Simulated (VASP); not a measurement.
A run of VASP 6.6.1 is set up as follows.

Contents of INCAR:

```
SYSTEM = Os
ALGO = Normal
EDIFF = 1E-6
ENCUT = 520
GGA = PS
ISIF = 2
ISMEAR = 0
LASPH = .TRUE.
LCHARG = .FALSE.
LREAL = .FALSE.
LWAVE = .FALSE.
NBANDS = 15
NELM = 60
PREC = Accurate
SIGMA = 0.01
```

Contents of KPOINTS:

```
k-points
0
G
  12 12 7
  0 0 0
```

Contents of POSCAR:

```
Os
1.0
    2.7341000000      0.0000000000      0.0000000000
   -1.3670500000      2.3678000600      0.0000000000
    0.0000000000      0.0000000000      4.3197000000
Os
2
Direct
    0.3333333300      0.6666666700      0.2500000000
    0.6666666700      0.3333333300      0.7500000000
```

Potentials or basis: VASP PAW PBE potentials, release 64 (Os).

Command:

```sh
$ cat potpaw_PBE.64/Os/POTCAR > POTCAR
$ mpirun -np 1 vasp_std > vasp.out
```

(1) Estimate the band gap on the k mesh.

(2) Estimate the pressure.

Results:

(1) zero (band 8 reaches 11.36 eV, above the bottom of band 9 at 7.55 eV).

(2) -2.4 GPa.

Caveat: the PAW data sets were made with another functional, which shifts forces and pressure a little; spin-orbit coupling is left out, which moves the levels of the heavy elements.
